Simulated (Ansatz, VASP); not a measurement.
Two plane-wave programs on Al2InAs3

```
Al In As
1.0
    -1.96295    1.96295    8.32807
     1.96295   -1.96295    8.32807
     1.96295    1.96295   -8.32807
Al In As
2 1 3
Direct
  0.66667 0.66667 0.00000
  0.33333 0.33333 0.00000
  0.00000 0.00000 0.00000
  0.41667 0.91667 0.50000
  0.08333 0.58333 0.50000
  0.75000 0.25000 0.50000
```

Alike in both runs: task relaxation of cell and atoms; functional PBE; k mesh 6 × 6 × 6; occupations gaussian, width 0.1 eV; no spin polarisation.

|  | VASP | Ansatz |
| --- | --- | --- |
| version | VASP 6.6.1 | Ansatz 0.2.0 |
| potentials or method | VASP PAW PBE potentials, release 64 (Al, In_d, As), cutoff 600 eV | scalar-relativistic, plane waves, PAW |
| valence electrons in the cell | 34 | 64 |

VASP gave:

| Item | Value |
| --- | --- |
| gap on the k mesh at the Fermi level, each at its own relaxed structure (eV) | 0.84 |
| relaxed volume (Å³/atom) | 25.38 |
| relaxed cell length with the largest relative difference (Å) | 9.299 |

**Question.** What did Ansatz give for the same quantities?

**Answer.** gap on the k mesh at the Fermi level, each at its own relaxed structure (eV): 0.85; relaxed volume (Å³/atom): 25.30; relaxed cell length with the largest relative difference (Å): 9.288.

VASP's potentials hold 34 valence electrons a cell and Ansatz's 64, so a difference there can come from the potentials and not from the codes.

Noted on VASP's run: the volume moved by over 15 % at a fixed basis, so the end points are rough.
